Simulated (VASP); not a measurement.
# TmF (P-6m2) in VASP: a series of runs

TmF is run at these levels: PBE; tasks: single point, relaxation of cell and atoms.

Everything below comes from runs of VASP 6.6.1. Logs are shortened: lines on timing, memory, paths and dates and some standing lists are left out, and cuts for length are marked.

## (1) The cell of the first run

It takes space group P-6m2 (No. 187, hexagonal). The conventional cell has a = 3.251 Å, b = 3.251 Å, c = 3.847 Å, α = 90.00°, β = 90.00°, γ = 120.00°. Within 3.5 Å of Tm (site symmetry -6m2) lie 6 F at 2.69 Å and 6 Tm at 3.25 Å. Within 3.5 Å of F (site symmetry -6m2) lie 6 Tm at 2.69 Å and 6 F at 3.25 Å.

The cell was built from a structure type or drawn by symmetry, and may not be a known phase.

## (2) Single point, PBE

File INCAR:

```
SYSTEM = TmF
PREC     = Accurate       ! precision mode
ENCUT    = 600            ! plane-wave cutoff, eV
EDIFF    = 1E-6           ! SCF threshold, eV
ISMEAR   = 0              ! smearing method
SIGMA    = 0.1            ! smearing width, eV
LREAL    = .False.        ! projectors in reciprocal space
LASPH    = .True.         ! aspherical terms in the spheres
NELM     = 200            ! most SCF steps
ALGO     = Normal         ! electronic algorithm
ISIF     = 2              ! what is computed and relaxed
LWAVE    = .False.        ! write WAVECAR
LCHARG   = .True.         ! write CHGCAR
GGA      = PE             ! functional
LELF     = .True.         ! ELF
LVHAR    = .True.       
NBANDS   = 15             ! bands
GGA_COMPAT= .False.      
LMAXMIX  = 6              ! l up to which the mixer works
```

File KPOINTS:

```
Automatic mesh
0
Gamma
  18 18 14
  0 0 0
```

File POSCAR:

```
TmF
1.0
    3.2510053575      0.0000000000      0.0000000000
   -1.6255026787      2.8154532275      0.0000000000
    0.0000000000      0.0000000000      3.8473808786
Tm F
1 1
Direct
    0.6666666667      0.3333333333      0.0000000000
    0.0000000000      0.0000000000      0.5000000000
```

Potentials or basis: VASP PAW PBE potentials, release 64 (Tm_3, F), 4f in core.

Run with:

```
$ cat potpaw_PBE.64/Tm_3/POTCAR potpaw_PBE.64/F/POTCAR > POTCAR
$ mpirun -np 1 vasp_std > vasp.out
```

OUTCAR:

```text
SYSTEM = TmF
   PREC = Accurate
   ENCUT = 600
   EDIFF = 1E-6
   ISMEAR = 0
   LREAL = .False.
   LASPH = .True.
   NELM = 200
   ISIF = 2
   GGA = PE

 ion  position               nearest neighbor table
   1  0.667  0.333  0.000-   2 2.69   2 2.69   2 2.69   2 2.69   2 2.69   2 2.69
   2  0.000  0.000  0.500-   1 2.69   1 2.69   1 2.69   1 2.69   1 2.69   1 2.69

  LATTYP: Found a hexagonal cell.
 ALAT       =     3.2510053575
 C/A-ratio  =     1.1834434138

  Lattice vectors:

 A1 = (   3.2510053575,   0.0000000000,   0.0000000000)
 A2 = (  -1.6255026787,   2.8154532275,   0.0000000000)
 A3 = (   0.0000000000,   0.0000000000,   3.8473808786)

Analysis of symmetry for initial positions (statically):
=====================================================================
 Subroutine PRICEL returns:
 Original cell was already a primitive cell.

 Routine SETGRP: Setting up the symmetry group for a
 hexagonal supercell.

 Subroutine GETGRP returns: Found 12 space group operations
 (whereof 12 operations were pure point group operations)
 out of a pool of 24 trial point group operations.

The static configuration has the point symmetry D_3h.

Analysis of symmetry for dynamics (positions and initial velocities):
=====================================================================
 Subroutine PRICEL returns:
 Original cell was already a primitive cell.

 Routine SETGRP: Setting up the symmetry group for a
 hexagonal supercell.

 Subroutine GETGRP returns: Found 12 space group operations
 (whereof 12 operations were pure point group operations)
 out of a pool of 24 trial point group operations.

The dynamic configuration has the point symmetry D_3h.

 Subroutine INISYM returns: Found 12 space group operations
 (whereof 12 operations are pure point group operations),
 and found     1 'primitive' translations

----------------------------------------------------------------------------------------

                                     Primitive cell

  volume of cell :      35.2153

  direct lattice vectors                    reciprocal lattice vectors
     3.251005357  0.000000000  0.000000000     0.307597155  0.177591300  0.000000000
    -1.625502679  2.815453227  0.000000000     0.000000000  0.355182601  0.000000000
     0.000000000  0.000000000  3.847380879     0.000000000  0.000000000  0.259917079

  length of vectors
     3.251005357  3.251005358  3.847380879     0.355182601  0.355182601  0.259917079

  position of ions in fractional coordinates (direct lattice)
     0.666666667  0.333333333  0.000000000
     0.000000000  0.000000000  0.500000000

  ion indices of the primitive-cell ions
   primitive index   ion index
                 1           1
                 2           2

----------------------------------------------------------------------------------------

 KPOINTS: Automatic mesh

Automatic generation of k-mesh.
 Grid dimensions read from file:
 generate k-points for:   18   18   14

 Generating k-lattice:

  Cartesian coordinates                     Fractional coordinates (reciprocal lattice)
     0.017088731  0.009866183  0.000000000     0.055555556 -0.000000000  0.000000000
     0.000000000  0.019732367  0.000000000     0.000000000  0.055555556  0.000000000
     0.000000000  0.000000000  0.018565506     0.000000000  0.000000000  0.071428571

  Length of vectors
     0.019732367  0.019732367  0.018565506

  Shift w.r.t. Gamma in fractional coordinates (k-lattice)
     0.000000000  0.000000000  0.000000000

 Subroutine IBZKPT returns following result:
 ===========================================

 Found    296 irreducible k-points:

 Following reciprocal coordinates:
            Coordinates               Weight
  0.000000  0.000000  0.000000      1.000000
  0.055556  0.000000  0.000000      6.000000
  0.111111  0.000000  0.000000      6.000000
  0.166667  0.000000  0.000000      6.000000
  0.222222  0.000000  0.000000      6.000000
  0.277778  0.000000  0.000000      6.000000
[... 16 lines left out ...]
  0.333333  0.111111  0.000000     12.000000
  0.388889  0.111111  0.000000     12.000000
 [... further k-points ...]
   k-points           NKPTS =    296   k-points in BZ     NKDIM =    296   number of bands    NBANDS=     15
   number of dos      NEDOS =    301   number of ions     NIONS =      2
   total plane-waves  NPLWV =  25088
   dimension x,y,z NGX =    28 NGY =   28 NGZ =   32
   dimension x,y,z NGXF=    56 NGYF=   56 NGZF=   64
   ions per type =               1   1
   NGX,Y,Z   is equivalent  to a cutoff of  14.32, 14.32, 13.83 a.u.
   NGXF,Y,Z  is equivalent  to a cutoff of  28.64, 28.64, 27.65 a.u.
 SYSTEM =  TmF
   PREC   = accura    normal or accurate (medium, high low for compatibility)
   ISTART =      0    job   : 0-new  1-cont  2-samecut
   ICHARG =      2    charge: 1-file 2-atom 10-const
   ISPIN  =      1    spin polarized calculation?
   LNONCOLLINEAR =      F non collinear calculations
   LSORBIT =      F    spin-orbit coupling
   LASPH  =      T    aspherical Exc in radial PAW
   ENCUT  =  600.0 eV  44.10 Ry    6.64 a.u.   6.49  6.49  7.68*2*pi/ulx,y,z
   NELM   =    200;   NELMIN=  2; NELMDL= -5     # of ELM steps
   EDIFF  = 0.1E-05   stopping-criterion for ELM
   LREAL  =      F    real-space projection
   EDIFFG = 0.1E-04   stopping-criterion for IOM
   NSW    =      0    number of steps for IOM
   IBRION =     -1    ionic relax: 0-MD 1-quasi-New 2-CG
   NFREE  =      0    steps in history (QN), initial steepest desc. (CG)
   ISIF   =      2    stress and relaxation
   ISYM   =      2    0-nonsym 1-usesym 2-fastsym
   POTIM  = 0.5000    time-step for ionic-motion
   TEBEG  =    0.0;   TEEND  =   0.0 temperature during run
   PSTRESS=    0.0 pullay stress
   NELECT =      16.0000    total number of electrons
   NUPDOWN=      -1.0000    fix difference up-down
   EMIN   =  10.00;   EMAX   =-10.00  energy-range for DOS
   EFERMI =   0.00;   METHOD = LEGACY
   ISMEAR =     0;   SIGMA  =   0.10  broadening in eV -4-tet -1-fermi 0-gaus
   EFERMI_NEDOS =   21; number of points for ismear=-14 and -15
   IALGO  =     38    algorithm
   IMIX   =      4    mixing-type and parameters
     AMIX     =   0.40;   BMIX     =  1.00
     AMIX_MAG =   1.60;   BMIX_MAG =  1.00
  volume/ion in A,a.u.               =      17.61       118.82
  Fermi-wavevector in a.u.,A,eV,Ry     =   1.258552  2.378318 21.550984  1.583953
  Thomas-Fermi vector in A             =   2.392156
   LORBIT       =      0    0 simple, 1 ext, 2 COOP (PROOUT), +10 PAW based schemes
   GGA     = PE    functional components
   LHFCALC =     F    Hartree Fock is set to
   AEXX    =    0.0000 exact exchange contribution
   IVDW    =     0    specifies the selected vdW correction
   LEPSILON=     F    determine dielectric tensor
   LRPA    =     F    only Hartree local field effects (RPA)
 non-spin polarized calculation
 Gauss-broadening in eV      SIGMA  =   0.10
  energy-cutoff  :      600.00
  volume of cell :       35.22
 maximum number of plane-waves:      1199
 NGX is ok and might be reduce to    28
   NGX = 13   NGY = 13   NGZ = 15

 number of electron      16.0000001 magnetization

 Free energy of the ion-electron system (eV)
  ---------------------------------------------------
  ext. energy  EPLUGINS =         0.00000000
  ---------------------------------------------------
  free energy    TOTEN  =       -10.19002407 eV

  energy without entropy =      -10.18712939  energy(sigma->0) =      -10.18857673

 E-fermi :   4.8795     XC(G=0): -10.2810

 val. band max:        4.8689628005   @ k =   0.1111   0.1111   0.0000
 cond. band min:       4.8823058667   @ k =   0.3333   0.2778   0.1429
 fundamental gap:      0.0133430662
 Fermi energy:         4.8795374622

 k-point     1 :       0.0000    0.0000    0.0000
  band No.  band energies     occupation
      1     -21.9880      2.00000
      2     -21.3881      2.00000
      3     -21.1507      2.00000
      4     -21.1507      2.00000
      5      -2.9316      2.00000
      6      -2.3789      2.00000
      7      -2.3789      2.00000
      8       0.6047      2.00000
      9       4.1289      2.00000
     10       6.8113      0.00000
     11       6.8113      0.00000
     12       9.4056      0.00000
     13       9.4056      0.00000
     14      13.5144      0.00000
     15      14.9987      0.00000

 k-point     2 :       0.0556    0.0000    0.0000
  band No.  band energies     occupation
      1     -21.9841      2.00000
      2     -21.4368      2.00000
      3     -21.1566      2.00000
      4     -21.1218      2.00000
      5      -2.9408      2.00000
      6      -2.4484      2.00000
      7      -2.3824      2.00000
      8       0.7383      2.00000
      9       4.2018      2.00000
     10       6.6881      0.00000
     11       6.8994      0.00000
     12       9.2707      0.00000
     13       9.3697      0.00000
     14      13.6579      0.00000
     15      15.1492      0.00000

 k-point     3 :       0.1111    0.0000    0.0000
  band No.  band energies     occupation
      1     -21.9730      2.00000
      2     -21.5475      2.00000
      3     -21.1737      2.00000
      4     -21.0679      2.00000
      5      -2.9673      2.00000
      6      -2.6302      2.00000
      7      -2.3929      2.00000
      8       1.1119      2.00000
      9       4.4055      2.00000
     10       6.3747      0.00000
     11       7.1617      0.00000
     12       8.9231      0.00000
     13       9.2686      0.00000
     14      14.0301      0.00000
     15      15.4211      0.00000
[... 343 lines left out ...]
 k-point    23 :       0.3333    0.1111    0.0000
  band No.  band energies     occupation
      1     -22.1996      2.00000
      2     -21.8688      2.00000
      3     -21.4106      2.00000
      4     -20.8263      2.00000
      5      -3.6779      2.00000
      6      -3.2008      2.00000
      7      -2.5995      2.00000
      8       3.5078      2.00000
      9       5.9578      0.00000
     10       6.4357      0.00000
     11       6.7406      0.00000
     12       8.4969      0.00000
     13      11.0483      0.00000
     14      13.7153      0.00000
     15      16.2842      0.00000

 k-point    24 :       0.3889    0.1111    0.0000
  band No.  band energies     occupation
      1     -22.2555      2.00000
      2     -21.8580      2.00000
      3     -21.4344      2.00000
      4     -20.8093      2.00000
      5      -3.7567      2.00000
      6      -3.2235      2.00000
      7      -2.6231      2.00000
      8       3.4349      2.00000
      9       6.2650      0.00000
     10       6.5664      0.00000
     11       6.9768      0.00000
     12       8.4319      0.00000
     13      11.7050      0.00000
     14      13.3429      0.00000
     15      15.6702      0.00000

 [... further k-points ...]
[... 5 lines left out ...]
  --------------------------------------------------------------------------------------
  -------------------------------------------------------------------------------------
  Total        0.0131810      0.0131810     -0.2124704      0.0000000      0.0000000      0.0000000
  in kB        0.5996896      0.5996896     -9.6666910      0.0000000      0.0000000      0.0000000
  external PRESSURE =      -2.8224372 kB  Pullay stress =       0.0000000 kB

 VOLUME and BASIS-vectors are now :
 -----------------------------------------------------------------------------
  energy-cutoff  :      600.00
  volume of cell :       35.22
      direct lattice vectors                 reciprocal lattice vectors
     3.251005357  0.000000000  0.000000000     0.307597155  0.177591300  0.000000000
    -1.625502679  2.815453227  0.000000000     0.000000000  0.355182601  0.000000000
     0.000000000  0.000000000  3.847380879     0.000000000  0.000000000  0.259917079

 POSITION                                       TOTAL-FORCE (eV/Angst)
 -----------------------------------------------------------------------------------
      1.62550      0.93848      0.00000        -0.000000      0.000000      0.000000
      0.00000      0.00000      1.92369         0.000000     -0.000000      0.000000
 -----------------------------------------------------------------------------------
    total drift:                               -0.000000      0.000000      0.000000

  FREE ENERGIE OF THE ION-ELECTRON SYSTEM (eV)
  ---------------------------------------------------
  free  energy   TOTEN  =       -10.1900240700 eV

  energy  without entropy=      -10.1871293927  energy(sigma->0) =      -10.18857673
```

It took 73 s on 1 thread of Intel Xeon 6975P-C (Granite Rapids), shared host; peak memory 0.32 GiB.

What came out:

```yaml
Free_energy: -10.1900 eV
Pressure: -0.3 GPa
Band_gap_on_the_k_mesh: zero (bands 8 and 9 overlap by 1.19 eV)
```

Caveat: spin-orbit coupling is left out, which moves the levels of the heavy elements; the 4f electrons are frozen in the core, so they carry no moment and show no levels; the run has no spin polarisation, though such a crystal can be magnetic. Spin polarisation is off, so any magnetic state and its effect on volume and gap are missing.

## (3) Relaxation of cell and atoms, PBE

File INCAR:

```
SYSTEM = TmF
PREC     = Accurate       ! precision mode
ENCUT    = 600            ! plane-wave cutoff, eV
EDIFF    = 1E-7           ! SCF threshold, eV
ISMEAR   = 0              ! smearing method
SIGMA    = 0.1            ! smearing width, eV
LREAL    = .FALSE.        ! projectors in reciprocal space
LASPH    = .TRUE.         ! aspherical terms in the spheres
NELM     = 200            ! most SCF steps
ALGO     = Normal         ! electronic algorithm
ISIF     = 3              ! what is computed and relaxed
LWAVE    = .FALSE.        ! write WAVECAR
LCHARG   = .FALSE.        ! write CHGCAR
GGA      = PE             ! functional
IBRION   = 2              ! ionic algorithm
NSW      = 100            ! ionic steps
EDIFFG   = -0.01          ! ionic threshold
GGA_COMPAT= .FALSE.      
NELMIN   = 4            
LMAXMIX  = 6              ! l up to which the mixer works
```

File KPOINTS:

```
Automatic mesh
0
G
  18 18 14
  0 0 0
```

File POSCAR:

```
TmF
1.0
    3.2497178267      0.0000000000      0.0000000000
   -1.6248589133      2.8143381930      0.0000000000
    0.0000000000      0.0000000000      3.8450087654
Tm F
1 1
Direct
    0.6666666667      0.3333333333      0.0000000000
    0.0000000000      0.0000000000      0.5000000000
```

Potentials or basis: VASP PAW PBE potentials, release 64 (Tm_3, F), 4f in core.

Run with:

```
$ cat potpaw_PBE.64/Tm_3/POTCAR potpaw_PBE.64/F/POTCAR > POTCAR
$ mpirun -np 1 vasp_std > vasp.out
```

It took 2.3 min on 1 thread of Intel Xeon 6975P-C (Granite Rapids), shared host; peak memory 0.31 GiB.

Results (log left out):

- Free energy: -10.1909 eV
- Relaxed volume: 17.48 Å³/atom
- Relaxed cell: a = 3.253 Å, b = 3.253 Å, c = 3.813 Å, α = 90.00°, β = 90.00°, γ = 120.00°
- Space group after relaxing (to 0.1 Å): P-6m2 (No. 187)
- Energy gained by relaxing: 0.4 meV/atom
- Ionic steps: 3
- Pressure after relaxing: 0.0 GPa
- Band gap on the k mesh: zero (bands 8 and 9 overlap by 1.27 eV)

The path:
| step | energy change (eV) | largest force (eV/Å) | pressure (GPa) | volume (Å³) |
| --- | --- | --- | --- | --- |
| 1 | 0.0000 | 0.0000 | -0.22 | 35.17 |
| 2 | -0.0007 | 0.0000 | -0.09 | 35.04 |
| 3 | -0.0009 | 0.0000 | 0.02 | 34.96 |

Final structure:
```yaml
crystal:
  lattice:
    - [3.25348, 0.00000, 0.00000]
    - [-1.62674, 2.81759, 0.00000]
    - [0.00000, 0.00000, 3.81317]
  atoms:
    - { symbol: Tm, position: [0.66667, 0.33333, 0.00000] }
    - { symbol: F, position: [0.00000, 0.00000, 0.50000] }
```

Levels at points of the mesh, in eV from the Fermi level:
| k point | band 4 | band 5 | band 6 | band 7 | band 8 | band 9 | band 10 | band 11 | band 12 |
| --- | --- | --- | --- | --- | --- | --- | --- | --- | --- |
| (0.00, 0.00, 0.00) | -26.01 | -7.84 | -7.32 | -7.32 | -4.23 | -0.79 | 1.97 | 1.97 | 4.56 |
| (0.50, 0.00, 0.00) | -25.74 | -8.79 | -8.16 | -7.45 | -1.80 | 1.37 | 1.88 | 2.89 | 3.55 |
| (0.00, 0.00, 0.50) | -25.52 | -9.05 | -7.32 | -7.32 | -2.16 | 1.65 | 1.65 | 1.80 | 3.96 |
| (0.50, 0.00, 0.50) | -26.03 | -8.39 | -8.21 | -7.68 | -1.34 | 0.30 | 3.92 | 4.00 | 5.05 |

Caveat: spin-orbit coupling is left out, which moves the levels of the heavy elements; the 4f electrons are frozen in the core, so they carry no moment and show no levels; the run has no spin polarisation, though such a crystal can be magnetic.
